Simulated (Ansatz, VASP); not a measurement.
One calculation of NaI, two programs

File INCAR:

```
ALGO = Normal
EDIFF = 1E-6
ENCUT = 520
GGA = PE
ISIF = 2
ISMEAR = -1
LASPH = True
LCHARG = False
LREAL = False
LWAVE = False
NBANDS = 14
NELM = 80
PREC = Accurate
SIGMA = 0.01
```

Contents of KPOINTS:

```
k-points
0
Gamma
  7 7 7
```

File POSCAR:

```
NaI
1.0
    0.0000000000      3.2364000000      3.2364000000
    3.2364000000      0.0000000000      3.2364000000
    3.2364000000      3.2364000000      0.0000000000
Na I
1 1
Direct
    0.0000000000      0.0000000000      0.0000000000
    0.5000000000      0.5000000000      0.5000000000
```

Input for Ansatz:

```yaml
crystal:
  lattice:
    - [0.0, 3.2364, 3.2364]
    - [3.2364, 0.0, 3.2364]
    - [3.2364, 3.2364, 0.0]
  atoms:
    - { symbol: Na, position: [0.0, 0.0, 0.0] }
    - { symbol: I, position: [0.5, 0.5, 0.5] }
kpoints:
  mp_grid: { grid: [7, 7, 7] }
  band_path:
    path:
      - [0.0, 0.0, 0.0]
      - [0.5, 0.0, 0.5]
      - [0.625, 0.25, 0.625]
      - [0.375, 0.375, 0.75]
      - [0.0, 0.0, 0.0]
      - [0.5, 0.5, 0.5]
      - [0.5, 0.25, 0.75]
      - [0.5, 0.0, 0.5]
    npoints: 5
scf:
  occupations: { method: fermi_dirac, width: 0.01 }
hamiltonian:
  xc: pbe
  pseudopotentials:
    kind: all_electron
    lapw: { basis_error: 0.001 }
    relativity: none
output:
  forces: true
  stress: true
  eigenvalues: true
```

Alike in both runs: task single point; functional PBE; k mesh 7 × 7 × 7; occupations fermi-dirac, width 0.01 eV; no spin polarisation.

|  | VASP | Ansatz |
| --- | --- | --- |
| version | VASP 6.6.1 | Ansatz 0.2.0 |
| potentials or method | VASP PAW PBE potentials, release 64 (Na_pv, I), cutoff 520 eV | all-electron LAPW, non-relativistic |

Ansatz gave:

```
gap on the k mesh at the Fermi level (eV) : 4.23
pressure (GPa)                            : 0.7
```

Q: Which values does VASP return?

A: gap on the k mesh at the Fermi level (eV): 3.64; pressure (GPa): 0.4.

One of these differences is far larger than is usual between the two programs; its cause wasn't traced. Ansatz ran all-electron here, and VASP with PAW potentials.

Neither program's run includes spin-orbit coupling.
